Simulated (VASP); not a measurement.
BN (pbesol): single point with PBEsol

The system is BN (pbesol).

```
B N
1.0
     0.00000    1.79074    1.79074
     1.79074    0.00000    1.79074
     1.79074    1.79074    0.00000
B N
1 1
Cartesian
  0.0000 0.0000 0.0000
  0.8954 0.8954 0.8954
```

This cell differs from its parent crystal: volume scaled by 0.98.

```json
{
  "Program": "VASP 6.6.1",
  "Task": "single point",
  "Functional": "PBEsol",
  "Potentials or basis": "VASP PAW PBE potentials, release 64 (B, N)",
  "Cutoff": "600 eV",
  "k mesh": "12 × 12 × 12",
  "Occupations": "gaussian, width 0.01 eV",
  "Spin": "no spin polarisation",
  "Dipole correction": "no",
  "Further INCAR settings": "ALGO = Normal; EDIFF = 1e-06; NBANDS = 11"
}
```

```
Pressure               : 8.5 GPa
Band gap on the k mesh : 4.31 eV, indirect (least direct gap 8.89 eV)
```

Levels at points of the mesh, in eV from the valence-band top:
| k point | band 2 | band 3 | band 4 | band 5 | band 6 | band 7 |
| --- | --- | --- | --- | --- | --- | --- |
| (0.00, 0.00, 0.00) | 0.00 | 0.00 | 0.00 | 8.89 | 8.89 | 8.89 |
| (0.50, 0.00, 0.00) | -11.04 | -2.00 | -2.00 | 10.46 | 10.77 | 10.77 |
| (0.50, 0.50, 0.00) | -9.15 | -5.08 | -5.08 | 4.31 | 9.25 | 18.31 |

It took 5.3 s on 1 thread of AMD EPYC 9R45 96-Core Processor (Zen 5) (shared host), peak memory 0.09 GiB.

Caveat: the PAW data sets were made with another functional, which shifts forces and pressure a little. A k mesh can miss the band edges.
